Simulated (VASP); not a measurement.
Input of a VASP 6.6.1 run:

File INCAR:

```
PREC = Accurate
ENCUT = 520
EDIFF = 1E-7
ISMEAR = -1
SIGMA = 0.05
LREAL = Auto
LASPH = True
NELM = 100
ALGO = Normal
ISIF = 2
LWAVE = False
LCHARG = False
GGA = PE
NBANDS = 108
ISYM = 0
```

The input KPOINTS:

```
regular mesh
0
Gamma
  1 1 1
```

File POSCAR:

```
Ba8Zn3O11
1.0
    7.5350960000     -0.0410920000      0.1399040000
   -0.0410920000      7.6639600000     -0.3067190000
    0.1399040000     -0.3067190000      7.2967150000
Ba O Zn
8 11 3
Direct
    0.3037481210      0.1196659907      0.7399435576
    0.6515768479      0.6167382114      0.6169438056
    0.7662192430      0.0984936648      0.5060952417
    0.4186081068      0.6333600271     -0.0125245942
    0.9723413271      0.7740743248      0.2200653118
    0.7253107536      0.0192794469      0.9657127210
    0.9954886542      0.3728575066      0.0536073612
    0.3094104810      0.0420338784      0.2914611336
    0.5520722745      0.9320923979      0.7003155980
    0.8396305838      0.6501192037      0.8707659865
    0.0403246728      0.9342919816      0.5809172373
    0.2432593990      0.5524079085      0.2359948331
    0.8068350734      0.5071011363      0.3406126043
    0.2172117341      0.5241228159      0.7060554833
    0.1920764444      0.8955538069      0.9606276393
    0.4584578717      0.2924044787      0.4571163762
    0.5063717456      0.2935241301      1.0306122680
    0.9340702857      0.1187383395      0.2121520623
    0.5857323871      0.8835635630      0.2251731675
    0.0794126450      0.7496308150      0.7561036531
    0.6007570772      0.3754471327      0.2490895493
    0.2783189038      0.4872396998      0.4661624780
```

Potentials or basis: VASP PAW PBE potentials, release 64 (Ba_sv, O, Zn).

The run is started by

```console
$ cat potpaw_PBE.64/Ba_sv/POTCAR potpaw_PBE.64/O/POTCAR potpaw_PBE.64/Zn/POTCAR > POTCAR
$ mpirun -np 1 vasp_gam > vasp.out
```

(1) What does it give for the pressure?

(2) Predict the band gap on the k mesh.

(3) Predict the largest force.

Answers

(1) 7.6 GPa.

(2) 2.16 eV.

(3) 1.541 eV/Å.

Caveat: the k points lie up to 0.86 Å⁻¹ apart; spin-orbit coupling is left out, which moves the levels of the heavy elements.
